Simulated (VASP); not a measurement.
# Al in VASP: a series of runs

Runs on Al. Level: PBEsol. Tasks: single point.

Everything below comes from runs of VASP 6.6.1. Logs are shortened: lines on timing, memory, paths and dates and some standing lists are left out, and cuts for length are marked.

## Step 1: The cell of the first run

It takes space group C2/m (No. 12, monoclinic). Conventional cell: a = 4.013 Å, b = 4.013 Å, c = 2.831 Å, α = 90.00°, β = 134.60°, γ = 90.00°. Within 3.7 Å of Al (site symmetry 2/m) lie 12 Al at 2.83 to 2.86 Å.

## Step 2: Single point, PBEsol

INCAR

```
PREC = Accurate ; ENCUT = 520
EDIFF = 1E-7 ; ISMEAR = 0
SIGMA = 0.1 ; LREAL = False
LASPH = True ; NELM = 60
ALGO = Fast ; ISIF = 2
LWAVE = False ; LCHARG = True
GGA = PS ; LELF = True
LVHAR = True ; NBANDS = 10
ISYM = 0
```

KPOINTS

```
Automatic mesh
0
Gamma
  9 9 17
```

POSCAR

```
Al
1.0
    4.0125012804      0.0000000000      0.0188709205
    0.0000000000      4.0125456554      0.0000000000
   -1.9967995986      0.0000000000      2.0062005558
Al
2
Direct
    0.0000000000      0.0000000000      0.0000000000
    0.5000000000      0.5000000000      0.0000000000
```

Potentials or basis: VASP PAW PBE potentials, release 64 (Al).

Run with:

```bash
$ cat potpaw_PBE.64/Al/POTCAR > POTCAR
$ mpirun -np 1 vasp_std > vasp.out
```

OUTCAR:

```text
PREC = Accurate
   ENCUT = 520
   EDIFF = 1E-7
   ISMEAR = 0
   LREAL = False
   LASPH = True
   NELM = 60
   ISIF = 2
   GGA = PS
   ISYM = 0

 ion  position               nearest neighbor table
   1  0.000  0.000  0.000-   2 2.84   2 2.84   2 2.84   2 2.84   2 2.84   2 2.84   2 2.84   2 2.84

   2  0.500  0.500  0.000-   1 2.84   1 2.84   1 2.84   1 2.84   1 2.84   1 2.84   1 2.84   1 2.84

IMPORTANT INFORMATION: All symmetrisations will be switched off!
NOSYMM: (Re-)initialisation of all symmetry stuff for point group C_1.

----------------------------------------------------------------------------------------

                                     Primitive cell

  volume of cell :      32.4517

  direct lattice vectors                    reciprocal lattice vectors
     4.012501280  0.000000000  0.018870920     0.248059937  0.000000000  0.246897541
     0.000000000  4.012545655  0.000000000     0.000000000  0.249218348  0.000000000
    -1.996799599  0.000000000  2.006200556    -0.002333326  0.000000000  0.496132260

  length of vectors
     4.012545655  4.012545655  2.830556360     0.349988754  0.249218348  0.496137747

  position of ions in fractional coordinates (direct lattice)
     0.000000000  0.000000000  0.000000000
     0.500000000  0.500000000  1.000000000

  ion indices of the primitive-cell ions
   primitive index   ion index
                 1           1
                 2           2

----------------------------------------------------------------------------------------

 KPOINTS: Automatic mesh

Automatic generation of k-mesh.
 Grid dimensions read from file:
 generate k-points for:    9    9   17

 Generating k-lattice:

  Cartesian coordinates                     Fractional coordinates (reciprocal lattice)
     0.027562215  0.000000000  0.027433060     0.111111111  0.000000000  0.000000000
     0.000000000  0.027690928  0.000000000     0.000000000  0.111111111  0.000000000
    -0.000137254  0.000000000  0.029184251    -0.000000000  0.000000000  0.058823529

  Length of vectors
     0.038887639  0.027690928  0.029184573

  Shift w.r.t. Gamma in fractional coordinates (k-lattice)
     0.000000000  0.000000000  0.000000000

 Subroutine IBZKPT returns following result:
 ===========================================

 Found    689 irreducible k-points:

 Following reciprocal coordinates:
            Coordinates               Weight
  0.000000  0.000000  0.000000      1.000000
  0.111111  0.000000 -0.000000      2.000000
  0.222222  0.000000 -0.000000      2.000000
  0.333333  0.000000 -0.000000      2.000000
  0.444444  0.000000 -0.000000      2.000000
  0.000000  0.111111  0.000000      2.000000
[... 16 lines left out ...]
 -0.444444  0.222222  0.000000      2.000000
  0.000000  0.333333  0.000000      2.000000
 [... further k-points ...]
   k-points           NKPTS =    689   k-points in BZ     NKDIM =    689   number of bands    NBANDS=     10
   number of dos      NEDOS =    301   number of ions     NIONS =      2
   total plane-waves  NPLWV =  21600
   dimension x,y,z NGX =    30 NGY =   30 NGZ =   24
   dimension x,y,z NGXF=    60 NGYF=   60 NGZF=   48
   ions per type =               2
   NGX,Y,Z   is equivalent  to a cutoff of  12.43, 12.43, 14.10 a.u.
   NGXF,Y,Z  is equivalent  to a cutoff of  24.86, 24.86, 28.19 a.u.
 SYSTEM =  unknown system
   PREC   = accura    normal or accurate (medium, high low for compatibility)
   ISTART =      0    job   : 0-new  1-cont  2-samecut
   ICHARG =      2    charge: 1-file 2-atom 10-const
   ISPIN  =      1    spin polarized calculation?
   LNONCOLLINEAR =      F non collinear calculations
   LSORBIT =      F    spin-orbit coupling
   LASPH  =      T    aspherical Exc in radial PAW
   ENCUT  =  520.0 eV  38.22 Ry    6.18 a.u.   7.46  7.46  5.26*2*pi/ulx,y,z
   NELM   =     60;   NELMIN=  2; NELMDL= -5     # of ELM steps
   EDIFF  = 0.1E-06   stopping-criterion for ELM
   LREAL  =      F    real-space projection
   EDIFFG = 0.1E-05   stopping-criterion for IOM
   NSW    =      0    number of steps for IOM
   IBRION =     -1    ionic relax: 0-MD 1-quasi-New 2-CG
   NFREE  =      0    steps in history (QN), initial steepest desc. (CG)
   ISIF   =      2    stress and relaxation
   ISYM   =      0    0-nonsym 1-usesym 2-fastsym
   POTIM  = 0.5000    time-step for ionic-motion
   TEBEG  =    0.0;   TEEND  =   0.0 temperature during run
   PSTRESS=    0.0 pullay stress
   NELECT =       6.0000    total number of electrons
   NUPDOWN=      -1.0000    fix difference up-down
   EMIN   =  10.00;   EMAX   =-10.00  energy-range for DOS
   EFERMI =   0.00;   METHOD = LEGACY
   ISMEAR =     0;   SIGMA  =   0.10  broadening in eV -4-tet -1-fermi 0-gaus
   EFERMI_NEDOS =   21; number of points for ismear=-14 and -15
   IALGO  =     68    algorithm
   IMIX   =      4    mixing-type and parameters
     AMIX     =   0.40;   BMIX     =  1.00
     AMIX_MAG =   1.60;   BMIX_MAG =  1.00
  volume/ion in A,a.u.               =      16.23       109.50
  Fermi-wavevector in a.u.,A,eV,Ry     =   0.932637  1.762429 11.834510  0.869812
  Thomas-Fermi vector in A             =   2.059256
   LORBIT       =      0    0 simple, 1 ext, 2 COOP (PROOUT), +10 PAW based schemes
   GGA     = PS    functional components
   LHFCALC =     F    Hartree Fock is set to
   AEXX    =    0.0000 exact exchange contribution
   IVDW    =     0    specifies the selected vdW correction
   LEPSILON=     F    determine dielectric tensor
   LRPA    =     F    only Hartree local field effects (RPA)
 non-spin polarized calculation
 RMM-DIIS sequential band-by-band and
 Gauss-broadening in eV      SIGMA  =   0.10
  energy-cutoff  :      520.00
  volume of cell :       32.45
 maximum number of plane-waves:       896
 NGX is ok and might be reduce to    30
   NGX = 15   NGY = 15   NGZ = 11

 number of electron       6.0000000 magnetization

 Free energy of the ion-electron system (eV)
  ---------------------------------------------------
  ext. energy  EPLUGINS =         0.00000000
  ---------------------------------------------------
  free energy    TOTEN  =        -8.18401582 eV

  energy without entropy =       -8.18031892  energy(sigma->0) =       -8.18216737

 E-fermi :   8.1428     XC(G=0): -10.3178

 val. band max:        8.1403323098   @ k =  -0.1111   0.1111  -0.4706
 cond. band min:       8.1501209526   @ k =  -0.3333   0.0000   0.4118
 fundamental gap:      0.0097886428
 Fermi energy:         8.1428455324

 k-point     1 :       0.0000    0.0000    0.0000
  band No.  band energies     occupation
      1      -3.1204      2.00000
      2       5.1888      2.00000
      3       6.5449      2.00000
      4      13.3594      0.00000
      5      13.5917      0.00000
      6      13.9349      0.00000
      7      17.3154      0.00000
      8      20.6546      0.00000
      9      20.8285      0.00000
     10      20.9577      0.00000

 k-point     2 :       0.1111    0.0000   -0.0000
  band No.  band energies     occupation
      1      -2.8968      2.00000
      2       5.3929      2.00000
      3       6.7588      2.00000
      4      10.4692      0.00000
      5      14.1240      0.00000
      6      15.3033      0.00000
      7      18.2200      0.00000
      8      18.9758      0.00000
      9      19.0510      0.00000
     10      21.1731      0.00000

 k-point     3 :       0.2222    0.0000   -0.0000
  band No.  band energies     occupation
      1      -2.2281      2.00000
      2       6.0058      2.00000
      3       7.1598      2.00000
      4       7.7167      2.00000
      5      14.6947      0.00000
      6      15.2314      0.00000
      7      16.2548      0.00000
      8      16.4721      0.00000
      9      21.8237      0.00000
     10      22.7239      0.00000

 k-point     4 :       0.3333    0.0000   -0.0000
  band No.  band energies     occupation
      1      -1.1207      2.00000
      2       4.7024      2.00000
      3       7.0290      2.00000
      4       8.5431      0.00000
      5      12.5736      0.00000
      6      14.0528      0.00000
      7      15.6478      0.00000
      8      17.4011      0.00000
      9      20.7659      0.00000
     10      22.8325      0.00000

 k-point     5 :       0.4444    0.0000   -0.0000
  band No.  band energies     occupation
      1       0.4150      2.00000
      2       2.3640      2.00000
      3       8.4644      0.00001
      4      10.0198      0.00000
      5      10.3134      0.00000
      6      11.8745      0.00000
      7      16.9840      0.00000
      8      18.6994      0.00000
      9      18.8928      0.00000
     10      20.7128      0.00000

 k-point     6 :       0.0000    0.1111    0.0000
  band No.  band energies     occupation
      1      -3.0070      2.00000
      2       3.9077      2.00000
      3       8.0213      1.91449
      4      13.4714      0.00000
      5      13.6876      0.00000
      6      14.0305      0.00000
      7      17.4196      0.00000
      8      19.6454      0.00000
      9      19.9626      0.00000
     10      20.0537      0.00000
[... 183 lines left out ...]
 k-point    21 :      -0.3333    0.2222    0.0000
  band No.  band energies     occupation
      1      -0.6740      2.00000
      2       4.2280      2.00000
      3       5.1662      2.00000
      4       9.9055      0.00000
      5      12.0787      0.00000
      6      16.0333      0.00000
      7      17.3072      0.00000
      8      17.8082      0.00000
      9      20.3638      0.00000
     10      21.1815      0.00000

 k-point    22 :       0.4444    0.2222   -0.0000
  band No.  band energies     occupation
      1       0.8569      2.00000
      2       2.7989      2.00000
      3       5.7389      2.00000
      4       7.6253      2.00000
      5      13.4987      0.00000
      6      15.2730      0.00000
      7      17.3713      0.00000
      8      19.0888      0.00000
      9      19.2526      0.00000
     10      20.9548      0.00000

 k-point    23 :      -0.4444    0.2222    0.0000
  band No.  band energies     occupation
      1       0.8569      2.00000
      2       2.7989      2.00000
      3       5.7389      2.00000
      4       7.6253      2.00000
      5      13.4987      0.00000
      6      15.2730      0.00000
      7      17.3713      0.00000
      8      19.0888      0.00000
      9      19.2526      0.00000
     10      20.9548      0.00000

 k-point    24 :       0.0000    0.3333    0.0000
  band No.  band energies     occupation
      1      -2.1029      2.00000
      2       0.9032      2.00000
      3      12.5845      0.00000
      4      14.3646      0.00000
      5      14.4555      0.00000
      6      14.7961      0.00000
      7      17.0455      0.00000
      8      17.3211      0.00000
      9      17.3770      0.00000
     10      18.2301      0.00000

 [... further k-points ...]

------------------------ aborting loop because EDIFF is reached ----------------------------------------

  FORCE on cell =-STRESS in cart. coord.  units (eV):
  Direction    XX          YY          ZZ          XY          YZ          ZX
  --------------------------------------------------------------------------------------
  -------------------------------------------------------------------------------------
  Total        0.0413907     -0.1276154      0.0117921      0.0000000      0.0000000      0.0019798
  in kB        2.0435060     -6.3005148      0.5821874      0.0000001      0.0000001      0.0977448
  external PRESSURE =      -1.2249405 kB  Pullay stress =       0.0000000 kB

 VOLUME and BASIS-vectors are now :
 -----------------------------------------------------------------------------
  energy-cutoff  :      520.00
  volume of cell :       32.45
      direct lattice vectors                 reciprocal lattice vectors
     4.012501280  0.000000000  0.018870920     0.248059937  0.000000000  0.246897541
     0.000000000  4.012545655  0.000000000     0.000000000  0.249218348  0.000000000
    -1.996799599  0.000000000  2.006200556    -0.002333326  0.000000000  0.496132260

 POSITION                                       TOTAL-FORCE (eV/Angst)
 -----------------------------------------------------------------------------------
      0.00000      0.00000      0.00000         0.000000      0.000000      0.000000
      2.00625      2.00627      0.00944        -0.000000     -0.000000     -0.000000
 -----------------------------------------------------------------------------------
    total drift:                                0.000000     -0.000000      0.000000

  FREE ENERGIE OF THE ION-ELECTRON SYSTEM (eV)
  ---------------------------------------------------
  free  energy   TOTEN  =        -8.1840158224 eV

  energy  without entropy=       -8.1803189199  energy(sigma->0) =       -8.18216737
```

Wall time 8.6 min (1 thread of AMD EPYC 7R13, shared host); peak memory 0.26 GiB.

Results:

```yaml
Free_energy: -8.1840 eV
Pressure: -0.1 GPa
Band_gap_on_the_k_mesh: zero (band 3 reaches 15.13 eV, above the bottom of band 4 at 4.19 eV)
```

Stress tensor (GPa, compression positive):
```
 0.20  0.00  0.01
 0.00 -0.63  0.00
 0.01  0.00  0.06
```

Caveat: the PAW data sets were made with another functional, which shifts forces and pressure a little.

## Step 3: Single point, PBEsol

This run uses another cell than the first one, of 16.18 Å³/atom, 0.997 times its volume.

INCAR

```
SYSTEM = Al
PREC     = Accurate       ! precision mode
ENCUT    = 520            ! plane-wave cutoff, eV
EDIFF    = 1E-6           ! SCF threshold, eV
ISMEAR   = 0              ! smearing method
SIGMA    = 0.1            ! smearing width, eV
LREAL    = .FALSE.        ! projectors in reciprocal space
LASPH    = .TRUE.         ! aspherical terms in the spheres
NELM     = 100            ! most SCF steps
ALGO     = Fast           ! electronic algorithm
ISIF     = 2              ! what is computed and relaxed
LWAVE    = .FALSE.        ! write WAVECAR
LCHARG   = .FALSE.        ! write CHGCAR
GGA      = PS             ! functional
NBANDS   = 10             ! bands
ISYM     = 0
```

KPOINTS

```
Automatic mesh
0
G
  9 9 17
  0 0 0
```

POSCAR

```
Al
1.0
    4.0125456554      0.0000000000      0.0000000000
    0.0000000000      4.0125456554      0.0000000000
   -2.0062728277      0.0000000000      2.0095858962
Al
2
Direct
    0.0000000000      0.0000000000      0.0000000000
    0.5000000000      0.5000000000      0.0000000000
```

Potentials or basis: VASP PAW PBE potentials, release 64 (Al).

Run with:

```bash
$ cat potpaw_PBE.64/Al/POTCAR > POTCAR
$ mpirun -np 1 vasp_std > vasp.out
```

Run time: 6.3 min. Hardware: 1 thread of AMD EPYC 7R13, shared host; peak memory 0.26 GiB.

The run converged. Its results:

```yaml
Free_energy: -8.1832 eV
Pressure: 0.1 GPa
Band_gap_on_the_k_mesh: zero (band 3 reaches 15.17 eV, above the bottom of band 4 at 4.27 eV)
```

Stress tensor (GPa, compression positive):
```
 0.37  0.00  0.73
 0.00 -0.48  0.00
 0.73  0.00  0.43
```

Levels at points of the mesh, in eV from the Fermi level:
```
           k point  band 1  band 2  band 3  band 4  band 5  band 6
(0.00, 0.00, 0.00)  -11.28   -2.97   -1.62    5.24    5.65    5.66
```

Caveat: the PAW data sets were made with another functional, which shifts forces and pressure a little.
